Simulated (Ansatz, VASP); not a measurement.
**NbInS4: VASP beside Ansatz**

The input INCAR:

```
PREC     = Accurate       # precision mode
ENCUT    = 520            # plane-wave cutoff, eV
EDIFF    = 1E-6           # SCF threshold, eV
ISMEAR   = 0              # smearing method
SIGMA    = 0.1            # smearing width, eV
LREAL    = F              # projectors in reciprocal space
LASPH    = T              # aspherical terms in the spheres
NELM     = 150            # most SCF steps
ALGO     = Normal         # electronic algorithm
ISIF     = 2              # what is computed and relaxed
LWAVE    = F              # write WAVECAR
LCHARG   = T              # write CHGCAR
ISPIN    = 2              # spin polarisation
MAGMOM   = 1.43 0 0 0 0 0 # initial moments
LORBIT   = 11             # projections on sites
LMAXMIX  = 4              # l up to which the mixer works
GGA      = PE             # functional
LELF     = T              # ELF
LVHAR    = T            
NBANDS   = 38             # bands
```

File KPOINTS:

```
Automatic mesh
0
Gamma
  4 4 4
```

Contents of POSCAR:

```
NbInS4
1.0
    4.0295308500      0.0000000000      0.0000000000
    0.0000000000      4.0295308500      0.0000000000
    0.0000000000      0.0000000000      6.7865168600
Nb In S
1 1 4
Direct
    0.5000000000      0.5000000000      0.5000000000
    0.0000000000      0.0000000000      0.0000000000
    0.0000000000      0.0000000000      0.6038380300
    0.5000000000      0.5000000000      0.1051980000
    0.5000000000      0.5000000000      0.8948020000
    0.0000000000      0.0000000000      0.3961619700
```

Input for Ansatz:

```yaml
crystal:
  lattice:
    - [4.02953085, 0.0, 0.0]
    - [0.0, 4.02953085, 0.0]
    - [0.0, 0.0, 6.78651686]
  atoms:
    - { symbol: Nb, position: [0.5, 0.5, 0.5] }
    - { symbol: In, position: [0.0, 0.0, 0.0] }
    - { symbol: S, position: [0.0, 0.0, 0.60383803] }
    - { symbol: S, position: [0.5, 0.5, 0.105198] }
    - { symbol: S, position: [0.5, 0.5, 0.894802] }
    - { symbol: S, position: [0.0, 0.0, 0.39616197] }
basis:
  ecutwfc: 420
kpoints:
  mp_grid: { grid: [4, 4, 4] }
hamiltonian:
  xc: pbe
scf:
  occupations: { method: gaussian, width: 0.1 }
  lower_state_search: "off"
output:
  forces: true
  stress: true
  eigenvalues: true
  populations: true
magnetization:
  spin_polarized: true
```

Change from the starting cell: species swapped into the CeDyC4 type (P4/mmm, No. 123).

Alike in both runs: task single point; functional PBE; k mesh 4 × 4 × 4; occupations gaussian, width 0.1 eV; collinear spin.

```csv
,VASP,Ansatz
version,VASP 6.6.1,Ansatz 0.2.0
potentials or method,"VASP PAW PBE potentials, release 64 (Nb_sv, In_d, S), cutoff 520 eV","scalar-relativistic, plane waves, PAW"
valence electrons in the cell,50,50
```

```csv
,VASP,Ansatz,Ansatz less VASP
gap on the k mesh at the Fermi level (eV),none,none,-
rms of the force components (eV/Å),25.370,26.005,+0.6353
net moment per atom (μB),0.15,0.31,+0.167
size of the moment on the site where the two differ most (μB),0.65,1.30,+0.649
```

The net moments are unlike, so the other rows may belong to different states. Site moments also hang on the region over which each program counts them. Atom by atom the forces differ by 0.637 eV/Å (rms over components). A gap of «none» marks a metal or a gap that the smearing closes. Ansatz's warnings: no starting moments.

The k mesh is coarse, so the values compare programs but aren't converged.
